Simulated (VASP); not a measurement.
Crystal: Ge3N4.

```
CELL_PARAMETERS angstrom
8.05093 0.00000 0.00000
-4.02547 6.97231 0.00000
0.00000 0.00000 3.08352
ATOMIC_POSITIONS crystal
Ge 0.82915 0.23548 0.75000
Ge 0.59366 0.82915 0.25000
Ge 0.23548 0.40634 0.25000
Ge 0.76452 0.59366 0.75000
Ge 0.40634 0.17085 0.75000
Ge 0.17085 0.76452 0.25000
N 0.66667 0.33333 0.75000
N 0.33333 0.66667 0.25000
N 0.66963 0.97272 0.75000
N 0.69691 0.66963 0.25000
N 0.97272 0.30309 0.25000
N 0.02728 0.69691 0.75000
N 0.33037 0.02728 0.25000
N 0.30309 0.33037 0.75000
```

```yaml
Program: VASP 6.6.1
Task: relaxation of cell and atoms
Functional: PBE
Potentials_or_basis: VASP PAW PBE potentials, release 64 (Ge_d, N)
Cutoff: 600 eV
k_mesh: 3 × 3 × 6
Occupations: gaussian, width 0.1 eV
Spin: no spin polarisation
```

At the start: pressure 5.0 GPa; volume 12.36 Å³/atom.

Task: How do energy, volume and symmetry change on relaxing?

Result: Over 3 steps the energy falls by 5.0 meV/atom and the volume is 12.69 Å³/atom (+2.6 %); space group P6_3/m (No. 176, to 0.05 Å).

The path:
```csv
step,energy change (eV),largest force (eV/Å),pressure (GPa),volume (Å³)
1,0.0000,0.0526,5.03,173.09
2,0.0189,0.0521,-5.11,182.99
3,-0.0694,0.0158,-0.04,177.64
```

Final structure:
```xyz
14
Lattice="8.1192 0.0000 0.0000 -4.0596 7.0314 0.0000 0.0000 0.0000 3.1117" Properties=species:S:1:pos:R:3 pbc="T T T"
Ge    5.7771    1.6563    2.3338
Ge    1.4541    5.8313    0.7779
Ge    0.2634    2.8565    0.7779
Ge    3.7962    4.1749    2.3338
Ge    2.6055    1.2001    2.3338
Ge   -1.7175    5.3751    0.7779
N     4.0596    2.3438    2.3338
N     0.0000    4.6876    0.7779
N     1.4878    6.8400    2.3338
N     2.9395    4.7084    0.7779
N     6.6675    2.1315    0.7779
N    -2.6079    4.8999    2.3338
N     2.5718    0.1914    0.7779
N     1.1201    2.3230    2.3338
```
